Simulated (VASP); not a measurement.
Write the native input for VASP 6.6.1 that does the following.

| Item | Value |
| --- | --- |
| Task | single point |
| Functional | PBEsol |
| Potentials or basis | VASP PAW PBE potentials, release 64 (Sr_sv) |
| Cutoff | 520 eV |
| k mesh | 14 × 14 × 14 |
| Occupations | gaussian, width 0.15 eV |
| Spin | no spin polarisation |
| Dipole correction | no |
| Further INCAR settings | ALGO = Fast; EDIFF = 1e-07; NBANDS = 11 |

The structure of Sr lies in POSCAR:

```
Sr
1.0
   -2.4250000000      2.5159375000      2.4250000000
    2.4250000000     -2.5159375000      2.4250000000
    2.4250000000      2.5159375000     -2.4250000000
Sr
1
Direct
    0.0000000000      0.0000000000      0.0000000000
```

This cell differs from its parent crystal: strain +0.0375 x Voigt [0, 1, 0, 0, 0, 0].

These files were run (other wordings do the same):

INCAR

```
SYSTEM = Sr
PREC     = Accurate       ! precision mode
ENCUT    = 520            ! plane-wave cutoff, eV
EDIFF    = 1E-7           ! SCF threshold, eV
ISMEAR   = 0              ! smearing method
SIGMA    = 0.15           ! smearing width, eV
LREAL    = .FALSE.        ! projectors in reciprocal space
LASPH    = .TRUE.         ! aspherical terms in the spheres
NELM     = 60             ! most SCF steps
ALGO     = Fast           ! electronic algorithm
ISIF     = 2              ! what is computed and relaxed
LWAVE    = .FALSE.        ! write WAVECAR
LCHARG   = .FALSE.        ! write CHGCAR
GGA      = PS             ! functional
NBANDS   = 11             ! bands
```

KPOINTS

```
regular mesh
0
G
  14 14 14
  0 0 0
```

Potentials or basis: VASP PAW PBE potentials, release 64 (Sr_sv).

Launch:

```sh
$ cat potpaw_PBE.64/Sr_sv/POTCAR > POTCAR
$ mpirun -np 1 vasp_std > vasp.out
```

It gave:

| Quantity | Value |
| --- | --- |
| Pressure | -1.4 GPa |
| Band gap on the k mesh | zero (bands 5 and 6 overlap by 0.23 eV) |

Caveat: the cell differs from its parent crystal (strain +0.0375 x Voigt [0, 1, 0, 0, 0, 0]); the PAW data sets were made with another functional, which shifts forces and pressure a little.

Wall time 50 s on 1 thread of Intel(R) Xeon(R) 6975P-C (Granite Rapids) (shared host), peak memory 0.29 GiB.
